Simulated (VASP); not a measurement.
Here is a VASP 6.6.1 calculation.

Contents of POSCAR:

```
TaN
1.0
    2.9379988584      0.0000000000      0.0000000000
   -1.4689994292      2.5443816477      0.0000000000
    0.0000000000      0.0000000000      2.8830000000
Ta N
1 1
Direct
    0.3333333333      0.6666666667      0.5000000000
    0.0000000000      0.0000000000      0.0000000000
```

The input INCAR.step1:

```
ALGO     = Normal         # electronic algorithm
EDIFF    = 1E-4           # SCF threshold, eV
ENCUT    = 520            # plane-wave cutoff, eV
GGA      = PE             # functional
ISMEAR   = 0              # smearing method
LASPH    = T              # aspherical terms in the spheres
LCHARG   = F              # write CHGCAR
LREAL    = F              # projectors in reciprocal space
LWAVE    = T              # write WAVECAR
NBANDS   = 15             # bands
NELM     = 80             # most SCF steps
PREC     = Accurate       # precision mode
SIGMA    = 0.15           # smearing width, eV
```

File INCAR.step2:

```
ALGO     = Normal         # electronic algorithm
EDIFF    = 1E-7           # SCF threshold, eV
ENCUT    = 520            # plane-wave cutoff, eV
ISIF     = 2              # what is computed and relaxed
ISMEAR   = 0              # smearing method
ISTART   = 1            
LASPH    = T              # aspherical terms in the spheres
LCHARG   = F              # write CHGCAR
LMIXTAU  = T            
LREAL    = F              # projectors in reciprocal space
LWAVE    = F              # write WAVECAR
METAGGA  = R2SCAN         # meta-GGA
NBANDS   = 15             # bands
NELM     = 80             # most SCF steps
PREC     = Accurate       # precision mode
SIGMA    = 0.15           # smearing width, eV
```

KPOINTS

```
k-points
0
Gamma
  18 18 16
```

Potentials or basis: VASP PAW PBE potentials, release 64 (Ta_pv, N).

Launch:

```bash
$ cat potpaw_PBE.64/Ta_pv/POTCAR potpaw_PBE.64/N/POTCAR > POTCAR
$ cp INCAR.step1 INCAR
$ mpirun -np 1 vasp_std > vasp.out
$ cp INCAR.step2 INCAR
$ mpirun -np 1 vasp_std > vasp.out
```

(1) Estimate the band gap on the k mesh.

(2) What does it give for the pressure?

Results:

(1) zero (bands 8 and 9 overlap by 0.49 eV).

(2) 1.4 GPa.

Caveat: the PAW data sets were made with another functional, which shifts forces and pressure a little; spin-orbit coupling is left out, which moves the levels of the heavy elements.
